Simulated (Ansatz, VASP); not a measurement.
## As: VASP beside Ansatz

File INCAR:

```
SYSTEM = As
PREC     = Accurate       ! precision mode
ENCUT    = 500            ! plane-wave cutoff, eV
EDIFF    = 1E-7           ! SCF threshold, eV
ISMEAR   = -1             ! smearing method
SIGMA    = 0.08           ! smearing width, eV
LREAL    = .False.        ! projectors in reciprocal space
LASPH    = .True.         ! aspherical terms in the spheres
NELM     = 120            ! most SCF steps
ALGO     = Normal         ! electronic algorithm
ISIF     = 3              ! what is computed and relaxed
LWAVE    = .False.        ! write WAVECAR
LCHARG   = .False.        ! write CHGCAR
IBRION   = 2              ! ionic algorithm
NSW      = 60             ! ionic steps
EDIFFG   = -0.005         ! ionic threshold
GGA_COMPAT= .False.      
NELMIN   = 4
```

Contents of KPOINTS:

```
Automatic mesh
0
Gamma
  15 15 15
  0 0 0
```

Contents of POSCAR:

```
As
1.0
    2.7377415812      0.0000000000      0.0000000000
    0.0000000000      2.7377415812      0.0000000000
    0.0000000000      0.0000000000      2.7377415812
As
1
Direct
    0.0000000000      0.0000000000      0.0000000000
```

Input for Ansatz:

```yaml
crystal:
  lattice:
    - [2.7377415812, 0.0, 0.0]
    - [0.0, 2.7377415812, 0.0]
    - [0.0, 0.0, 2.7377415812]
  atoms:
    - { symbol: As, position: [0.0, 0.0, 0.0] }
kpoints:
  mp_grid: { grid: [15, 15, 15] }
scf:
  occupations: { method: fermi_dirac, width: 0.08 }
hamiltonian:
  xc: lda
  pseudopotentials: { kind: paw }
output:
  forces: true
  stress: true
  write_density: true
  write_potential: true
  elf: true
  volumetric_format: npy
relax:
  f_tol: 0.005
  max_steps: 40
  cell: {}
basis:
  xc_grid: 2
```

Alike in both runs: task relaxation of cell and atoms; functional LDA; k mesh 15 × 15 × 15; occupations fermi-dirac, width 0.08 eV; no spin polarisation.

|  | VASP | Ansatz |
| --- | --- | --- |
| version | VASP 6.6.1 | Ansatz 0.2.0 |
| potentials or method | VASP PAW LDA potentials, release 64 (As) | PAW with Ansatz's default frozen-core files, scalar-relativistic |
| plane-wave cutoff (eV) | 500 | 420 |
| valence electrons in the cell | 5 | 15 |

|  | VASP | Ansatz | Ansatz less VASP |
| --- | --- | --- | --- |
| gap on the k mesh at the Fermi level, each at its own relaxed structure (eV) | none | none | - |
| relaxed volume (Å³/atom) | 19.16 | 19.09 | -0.073 |
| relaxed cell length with the largest relative difference (Å) | 2.676 | 2.672 | -0.0034 |

LDA's correlation is that of Perdew and Zunger in VASP and of Perdew and Wang (1992) in Ansatz. A gap of «none» marks a metal or a gap that the smearing closes. VASP's potentials hold 5 valence electrons a cell and Ansatz's 15, so a difference there can come from the potentials and not from the codes.
